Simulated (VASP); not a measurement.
# SnO (P4/nmm) in VASP: further runs

The runs below take SnO through relaxation of cell and atoms, single point, with PBE.

Program: VASP 6.6.1. These are calculated values, not measurements. Logs are shortened: lines on timing, memory, paths and dates and some standing lists are left out, and cuts for length are marked.

## (1) The cell of the first run

Symmetry: P4/nmm, No. 129, tetragonal system. The conventional cell has a = 3.665 Å, b = 3.665 Å, c = 4.321 Å, α = 90.00°, β = 90.00°, γ = 90.00°. Sn (site symmetry 4mm) has 4 O at 2.15 Å within 2.9 Å. O (site symmetry -4m2) has 4 Sn at 2.15 Å and 4 O at 2.59 Å within 2.9 Å.

## (2) Relaxation of cell and atoms, PBE, target pressure 15 GPa, at which the enthalpy is minimised

INCAR

```
PREC = Accurate ; ENCUT = 600
EDIFF = 1E-6 ; ISMEAR = 0
SIGMA = 0.1 ; LREAL = F
LASPH = T ; NELM = 100
ALGO = Normal ; ISIF = 3
LWAVE = F ; LCHARG = F
GGA = PE ; IBRION = 2
NSW = 70 ; EDIFFG = -0.008
PSTRESS = 150.0
```

KPOINTS

```
regular mesh
0
Gamma
  10 10 4
```

POSCAR

```
SnO
1.0
    2.5913421018     -2.5913421018      0.0000000000
    2.5913421018      2.5913421018      0.0000000000
    0.0000000000      0.0000000000      8.6427001865
Sn O
4 4
Direct
    0.7500000000      0.2500000000      0.8810069028
    0.2500000000      0.7500000000      0.1189930972
    0.7500000000      0.2500000000      0.3810069028
    0.2500000000      0.7500000000      0.6189930972
    0.2500000000      0.2500000000      0.2500000000
    0.7500000000      0.7500000000      0.7500000000
    0.2500000000      0.2500000000      0.7500000000
    0.7500000000      0.7500000000      0.2500000000
```

Potentials or basis: VASP PAW PBE potentials, release 64 (Sn_d, O).

Started as:

```
> cat potpaw_PBE.64/Sn_d/POTCAR potpaw_PBE.64/O/POTCAR > POTCAR
> mpirun -np 1 vasp_std > vasp.out
```

OUTCAR:

```text
PREC = Accurate
   ENCUT = 600
   EDIFF = 1E-6
   ISMEAR = 0
   LREAL = F
   LASPH = T
   NELM = 100
   ISIF = 3
   GGA = PE
   IBRION = 2
   NSW = 70
   EDIFFG = -0.008
   PSTRESS = 150.0

 ion  position               nearest neighbor table
   1  0.750  0.250  0.881-   6 2.15   7 2.15   6 2.15   7 2.15   2 3.31   2 3.31   2 3.31   2 3.31
                             4 3.44   4 3.44   4 3.44   4 3.44
   2  0.250  0.750  0.119-   5 2.15   8 2.15   5 2.15   8 2.15   1 3.31   1 3.31   1 3.31   1 3.31
                             3 3.44   3 3.44   3 3.44   3 3.44
   3  0.750  0.250  0.381-   5 2.15   8 2.15   8 2.15   5 2.15   4 3.31   4 3.31   4 3.31   4 3.31
                             2 3.44   2 3.44   2 3.44   2 3.44
   4  0.250  0.750  0.619-   6 2.15   7 2.15   7 2.15   6 2.15   3 3.31   3 3.31   3 3.31   3 3.31
                             1 3.44   1 3.44   1 3.44   1 3.44
   5  0.250  0.250  0.250-   2 2.15   3 2.15   2 2.15   3 2.15
   6  0.750  0.750  0.750-   1 2.15   4 2.15   1 2.15   4 2.15
   7  0.250  0.250  0.750-   1 2.15   4 2.15   4 2.15   1 2.15
   8  0.750  0.750  0.250-   2 2.15   3 2.15   3 2.15   2 2.15

  LATTYP: Found a simple tetragonal cell.
 ALAT       =     3.6647111451
 C/A-ratio  =     2.3583578198

  Lattice vectors:

 A1 = (   2.5913421018,  -2.5913421018,   0.0000000000)
 A2 = (   2.5913421018,   2.5913421018,   0.0000000000)
 A3 = (   0.0000000000,   0.0000000000,   8.6427001865)

Analysis of symmetry for initial positions (statically):
=====================================================================
 Subroutine PRICEL returns following result:

  LATTYP: Found a simple tetragonal cell.
 ALAT       =     3.6647111451
 C/A-ratio  =     1.1791789099

  Lattice vectors:

 A1 = (   2.5913421018,  -2.5913421018,   0.0000000000)
 A2 = (   2.5913421018,   2.5913421018,   0.0000000000)
 A3 = (   0.0000000000,   0.0000000000,   4.3213500933)

   2 primitive cells build up your supercell.

 Routine SETGRP: Setting up the symmetry group for a
 simple tetragonal supercell.

 Subroutine GETGRP returns: Found 16 space group operations
 (whereof  4 operations were pure point group operations)
 out of a pool of 16 trial point group operations.

The static configuration has the point symmetry C_2h.
 The point group associated with its full space group is D_4h.

Analysis of symmetry for dynamics (positions and initial velocities):
=====================================================================
 Subroutine PRICEL returns following result:

  LATTYP: Found a simple tetragonal cell.
 ALAT       =     3.6647111451
 C/A-ratio  =     1.1791789099

  Lattice vectors:

 A1 = (   2.5913421018,  -2.5913421018,   0.0000000000)
 A2 = (   2.5913421018,   2.5913421018,   0.0000000000)
 A3 = (   0.0000000000,   0.0000000000,   4.3213500933)

   2 primitive cells build up your supercell.

 Routine SETGRP: Setting up the symmetry group for a
 simple tetragonal supercell.

 Subroutine GETGRP returns: Found 16 space group operations
 (whereof  4 operations were pure point group operations)
 out of a pool of 16 trial point group operations.

The dynamic configuration has the point symmetry C_2h.
 The point group associated with its full space group is D_4h.

 Subroutine INISYM returns: Found 16 space group operations
 (whereof  4 operations are pure point group operations),
 and found     2 'primitive' translations

----------------------------------------------------------------------------------------

                                     Primitive cell

  volume of cell :      58.0362

  direct lattice vectors                    reciprocal lattice vectors
     2.591342102 -2.591342102  0.000000000     0.192950209 -0.192950209  0.000000000
     2.591342102  2.591342102  0.000000000     0.192950209  0.192950209  0.000000000
     0.000000000  0.000000000  4.321350093     0.000000000  0.000000000  0.231409161

  length of vectors
     3.664711145  3.664711145  4.321350093     0.272872802  0.272872802  0.231409161

  position of ions in fractional coordinates (direct lattice)
     0.750000000  0.250000000  0.762013806
     0.250000000  0.750000000  0.237986194
     0.250000000  0.250000000  0.500000000
     0.750000000  0.750000000  0.500000000

  ion indices of the primitive-cell ions
   primitive index   ion index
                 1           1
                 2           2
                 3           7
                 4           6

----------------------------------------------------------------------------------------

 KPOINTS: regular mesh

Automatic generation of k-mesh.
 Grid dimensions read from file:
 generate k-points for:   10   10    4

 Generating k-lattice:

  Cartesian coordinates                     Fractional coordinates (reciprocal lattice)
     0.019295021 -0.019295021  0.000000000     0.100000000  0.000000000  0.000000000
     0.019295021  0.019295021  0.000000000     0.000000000  0.100000000  0.000000000
     0.000000000  0.000000000  0.028926145     0.000000000  0.000000000  0.250000000

  Length of vectors
     0.027287280  0.027287280  0.028926145

  Shift w.r.t. Gamma in fractional coordinates (k-lattice)
     0.000000000  0.000000000  0.000000000

 Subroutine IBZKPT returns following result:
 ===========================================

 Found     63 irreducible k-points:

 Following reciprocal coordinates:
            Coordinates               Weight
  0.000000  0.000000  0.000000      1.000000
  0.100000  0.000000  0.000000      4.000000
  0.200000  0.000000  0.000000      4.000000
  0.300000  0.000000  0.000000      4.000000
  0.400000  0.000000  0.000000      4.000000
  0.500000  0.000000  0.000000      2.000000
[... 16 lines left out ...]
  0.100000  0.000000  0.250000      8.000000
  0.200000  0.000000  0.250000      8.000000
 [... further k-points ...]
   k-points           NKPTS =     63   k-points in BZ     NKDIM =     63   number of bands    NBANDS=     48
   number of dos      NEDOS =    301   number of ions     NIONS =      8
   total plane-waves  NPLWV =  63000
   dimension x,y,z NGX =    30 NGY =   30 NGZ =   70
   dimension x,y,z NGXF=    60 NGYF=   60 NGZF=  140
   ions per type =               4   4
   NGX,Y,Z   is equivalent  to a cutoff of  13.61, 13.61, 13.46 a.u.
   NGXF,Y,Z  is equivalent  to a cutoff of  27.22, 27.22, 26.93 a.u.
 SYSTEM =  unknown system
   PREC   = accura    normal or accurate (medium, high low for compatibility)
   ISTART =      0    job   : 0-new  1-cont  2-samecut
   ICHARG =      2    charge: 1-file 2-atom 10-const
   ISPIN  =      1    spin polarized calculation?
   LNONCOLLINEAR =      F non collinear calculations
   LSORBIT =      F    spin-orbit coupling
   LASPH  =      T    aspherical Exc in radial PAW
   ENCUT  =  600.0 eV  44.10 Ry    6.64 a.u.   7.32  7.32 17.26*2*pi/ulx,y,z
   NELM   =    100;   NELMIN=  2; NELMDL= -5     # of ELM steps
   EDIFF  = 0.1E-05   stopping-criterion for ELM
   LREAL  =      F    real-space projection
   EDIFFG = -.8E-02   stopping-criterion for IOM
   NSW    =     70    number of steps for IOM
   IBRION =      2    ionic relax: 0-MD 1-quasi-New 2-CG
   NFREE  =      1    steps in history (QN), initial steepest desc. (CG)
   ISIF   =      3    stress and relaxation
   ISYM   =      2    0-nonsym 1-usesym 2-fastsym
   POTIM  = 0.5000    time-step for ionic-motion
   TEBEG  =    0.0;   TEEND  =   0.0 temperature during run
   PSTRESS=  150.0 pullay stress
   NELECT =      80.0000    total number of electrons
   NUPDOWN=      -1.0000    fix difference up-down
   EMIN   =  10.00;   EMAX   =-10.00  energy-range for DOS
   EFERMI =   0.00;   METHOD = LEGACY
   ISMEAR =     0;   SIGMA  =   0.10  broadening in eV -4-tet -1-fermi 0-gaus
   EFERMI_NEDOS =   21; number of points for ismear=-14 and -15
   IALGO  =     38    algorithm
   IMIX   =      4    mixing-type and parameters
     AMIX     =   0.40;   BMIX     =  1.00
     AMIX_MAG =   1.60;   BMIX_MAG =  1.00
  volume/ion in A,a.u.               =      14.51        97.91
  Fermi-wavevector in a.u.,A,eV,Ry     =   1.446090  2.732713 28.452162  2.091175
  Thomas-Fermi vector in A             =   2.564198
   LORBIT       =      0    0 simple, 1 ext, 2 COOP (PROOUT), +10 PAW based schemes
   GGA     = PE    functional components
   LHFCALC =     F    Hartree Fock is set to
   AEXX    =    0.0000 exact exchange contribution
   IVDW    =     0    specifies the selected vdW correction
   LEPSILON=     F    determine dielectric tensor
   LRPA    =     F    only Hartree local field effects (RPA)
 conjugate gradient relaxation of ions
 non-spin polarized calculation
 Gauss-broadening in eV      SIGMA  =   0.10
  energy-cutoff  :      600.00
  volume of cell :      116.07
 maximum number of plane-waves:      3906
 NGX is ok and might be reduce to    30
   NGX = 15   NGY = 15   NGZ = 35

--------------------------------------- Ionic step        1  -------------------------------------------

 number of electron      79.9999959 magnetization

 Free energy of the ion-electron system (eV)
  ---------------------------------------------------
  ext. energy  EPLUGINS =         0.00000000
  ---------------------------------------------------
  free energy    TOTEN  =       -44.10920253 eV

  energy without entropy =      -44.10448238  energy(sigma->0) =      -44.10684246

------------------------ aborting loop because EDIFF is reached ----------------------------------------

  FORCE on cell =-STRESS in cart. coord.  units (eV):
  Direction    XX          YY          ZZ          XY          YZ          ZX
  --------------------------------------------------------------------------------------
  -------------------------------------------------------------------------------------
  Total       14.7450673     14.7450673     14.1710759      0.0000000     -0.0000000     -0.0000000
  in kB      203.5299830    203.5299830    195.6070314      0.0000000     -0.0000000     -0.0000000
  external PRESSURE =      50.8889991 kB  Pullay stress =     150.0000000 kB
[... 115 lines left out ...]
  energy  without entropy=      -44.5243799668  energy(sigma->0) =      -44.52672119

  enthalpy is  TOTEN    =       -33.3610587044 eV   P V=       11.1680037145

[... ionic steps 4 to 12 ...]

--------------------------------------- Ionic step       13  -------------------------------------------

 number of electron      79.9999948 magnetization

------------------------ aborting loop because EDIFF is reached ----------------------------------------
[... 83 lines left out ...]
--------------------------------------- Ionic step       15  -------------------------------------------

 number of electron      79.9999948 magnetization

 Free energy of the ion-electron system (eV)
  ---------------------------------------------------
  ext. energy  EPLUGINS =         0.00000000
  ---------------------------------------------------
  free energy    TOTEN  =       -44.26431830 eV

  energy without entropy =      -44.26049257  energy(sigma->0) =      -44.26240544

 E-fermi :   9.5365     XC(G=0): -11.3604

 val. band max:        9.4990041773   @ k =   0.5000   0.4000   0.2500
 cond. band min:       9.6016577547   @ k =   0.1000   0.0000   0.5000
 fundamental gap:      0.1026535775
 Fermi energy:         9.5364820573

 k-point     1 :       0.0000    0.0000    0.0000
  band No.  band energies     occupation
      1     -12.7953      2.00000
      2     -12.7039      2.00000
      3     -12.3174      2.00000
      4     -12.2981      2.00000
      5     -12.2981      2.00000
      6     -12.2418      2.00000
[... 1213 lines left out ...]
     47      15.1862      0.00000
     48      15.6565      0.00000

 [... further k-points ...]

------------------------ aborting loop because EDIFF is reached ----------------------------------------

  FORCE on cell =-STRESS in cart. coord.  units (eV):
  Direction    XX          YY          ZZ          XY          YZ          ZX
  --------------------------------------------------------------------------------------
  -------------------------------------------------------------------------------------
  Total       10.8601330     10.8601330     10.8810897      0.0000000     -0.0000000      0.0000000
  in kB      149.9410607    149.9410607    150.2303996      0.0000000     -0.0000000      0.0000000
  external PRESSURE =       0.0375070 kB  Pullay stress =     150.0000000 kB
[... 27 lines left out ...]
  energy  without entropy=      -44.2604925714  energy(sigma->0) =      -44.26240544

  enthalpy is  TOTEN    =       -33.3999163403 eV   P V=       10.8644019620

 reached required accuracy - stopping structural energy minimisation
```

Run time: 59 min. Hardware: 1 thread of Intel Xeon 8259CL, shared host; peak memory 0.47 GiB.

What came out:

```yaml
Free_energy: -44.2643 eV
Relaxed_volume: 14.51 Å³/atom
Relaxed_cell: a = 3.690 Å, b = 3.690 Å, c = 8.525 Å, α = 90.00°, β = 90.00°, γ = 90.00°
Space_group_after_relaxing_to_0.1_Å: P4/nmm (No. 129)
Energy_change_on_relaxing_the_run_minimises_the_enthalpy: -19.4 meV/atom
Ionic_steps: 15
Pressure_after_relaxing: 15.0 GPa
Largest_force_after_relaxing: 0.004 eV/Å
Band_gap_on_the_k_mesh: zero (bands 40 and 41 overlap by 1.28 eV)
```

Forces on the atoms (eV/Å):
```
Sn   0.000  0.000 -0.004
Sn   0.000  0.000  0.004
Sn   0.000  0.000 -0.004
Sn   0.000  0.000  0.004
O    0.000  0.000  0.000
O    0.000  0.000  0.000
O    0.000  0.000  0.000
O    0.000  0.000  0.000
```

Step by step:
```tsv
step	energy change (eV)	largest force (eV/Å)	pressure (GPa)	volume (Å³)
1	0.0000	1.3270	20.09	116.07
2	-0.6363	1.0110	5.61	123.99
3	-0.4199	0.2682	13.36	119.29
4	-0.4138	0.2877	13.51	119.22
5	-0.2869	0.1464	14.33	117.58
6	-0.1442	0.0114	15.29	115.97
7	-0.1550	0.0012	15.23	116.08
8	-0.1695	0.0420	14.90	116.21
9	-0.1776	0.0697	14.63	116.29
10	-0.1230	0.0734	15.52	115.72
11	-0.1562	0.0111	15.00	116.06
12	-0.1577	0.0157	14.96	116.07
13	-0.1573	0.0125	14.96	116.07
14	-0.1567	0.0108	14.96	116.06
15	-0.1551	0.0041	15.00	116.04
```

Final structure:
```
Sn O
1.0
     2.60892   -2.60892    0.00000
     2.60892    2.60892    0.00000
     0.00000    0.00000    8.52461
Sn O
4 4
Direct
  0.75000 0.25000 0.88795
  0.25000 0.75000 0.11205
  0.75000 0.25000 0.38795
  0.25000 0.75000 0.61205
  0.25000 0.25000 0.25000
  0.75000 0.75000 0.75000
  0.25000 0.25000 0.75000
  0.75000 0.75000 0.25000
```

Caveat: the cell is relaxed towards a set pressure, so the run minimises the enthalpy, not the energy; spin-orbit coupling is left out, which moves the levels of the heavy elements.

## (3) Single point, PBE

This run uses another cell than the first one, of 17.18 Å³/atom.

INCAR

```
SYSTEM = SnO
PREC     = Accurate       ! precision mode
ENCUT    = 520            ! plane-wave cutoff, eV
EDIFF    = 1E-6           ! SCF threshold, eV
ISMEAR   = 0              ! smearing method
SIGMA    = 0.02           ! smearing width, eV
LREAL    = .False.        ! projectors in reciprocal space
LASPH    = .True.         ! aspherical terms in the spheres
NELM     = 60             ! most SCF steps
ALGO     = Normal         ! electronic algorithm
ISIF     = 2              ! what is computed and relaxed
LWAVE    = .False.        ! write WAVECAR
LCHARG   = .True.         ! write CHGCAR
GGA      = PE             ! functional
LELF     = .True.         ! ELF
LVHAR    = .True.       
NBANDS   = 50             ! bands
```

KPOINTS

```
regular mesh
0
Gamma
  10 10 4
  0 0 0
```

POSCAR

```
SnO
1.0
    2.7055511374     -2.7055534160      0.0000000000
    2.7055511374      2.7055534160      0.0000000000
    0.0000000000      0.0000000000      9.3886965384
Sn O
4 4
Direct
    0.7499953834      0.2500046166      0.8733375066
    0.2500046166      0.7499953834      0.1266624934
    0.7500046166      0.2499953834      0.3733375066
    0.2499953834      0.7500046166      0.6266624934
    0.2500042495      0.2499957505      0.2500000000
    0.7499957505      0.7500042495      0.7500000000
    0.2499957505      0.2500042495      0.7500000000
    0.7500042495      0.7499957505      0.2500000000
```

Potentials or basis: VASP PAW PBE potentials, release 64 (Sn_d, O).

Started as:

```
> cat potpaw_PBE.64/Sn_d/POTCAR potpaw_PBE.64/O/POTCAR > POTCAR
> mpirun -np 1 vasp_std > vasp.out
```

Wall time 8.4 min (1 thread of Intel Xeon Platinum 8259CL at 2.50GHz (Skylake/Cascade Lake), shared host); peak memory 0.53 GiB.

The run converged. Its results:

| Item | Value |
| --- | --- |
| Free energy | -45.3335 eV |
| Pressure | 3.2 GPa |
| Largest force | 0.079 eV/Å |
| Band gap on the k mesh | zero (bands 40 and 41 overlap by 0.11 eV) |

Forces in eV/Å, atoms in the order of the input:
```
Sn   0.000  0.000  0.079
Sn   0.000  0.000 -0.079
Sn   0.000  0.000  0.079
Sn   0.000  0.000 -0.079
O    0.000  0.000  0.000
O    0.000  0.000  0.000
O    0.000  0.000  0.000
O    0.000  0.000  0.000
```

Levels at points of the mesh, in eV from the Fermi level:
```csv
k point,band 36,band 37,band 38,band 39,band 40,band 41,band 42,band 43,band 44,band 45
"(0.00, 0.00, 0.00)",-3.10,-3.10,-2.90,-2.11,-0.01,1.72,2.23,2.71,2.71,3.51
"(0.50, 0.00, 0.00)",-4.71,-2.75,-2.75,-1.71,-1.71,2.76,2.76,3.36,3.36,5.21
"(0.50, 0.50, 0.00)",-2.45,-2.45,-2.45,-1.88,-1.88,-0.12,-0.12,2.29,2.29,4.35
"(0.00, 0.00, 0.50)",-3.11,-3.11,-3.11,-0.51,-0.51,1.70,1.70,3.33,3.33,3.33
"(0.50, 0.00, 0.50)",-4.73,-2.18,-2.18,-2.18,-2.18,3.05,3.05,3.05,3.05,5.48
"(0.50, 0.50, 0.50)",-2.45,-2.39,-2.39,-2.39,-2.39,0.84,0.84,0.84,0.84,5.20
```

Caveat: the cell stands under pressure; semilocal functionals underestimate gaps, and a narrow one can read as zero; spin-orbit coupling is left out, which moves the levels of the heavy elements.

The gap in the log of VASP goes by the Fermi energy; the results here count the filled bands.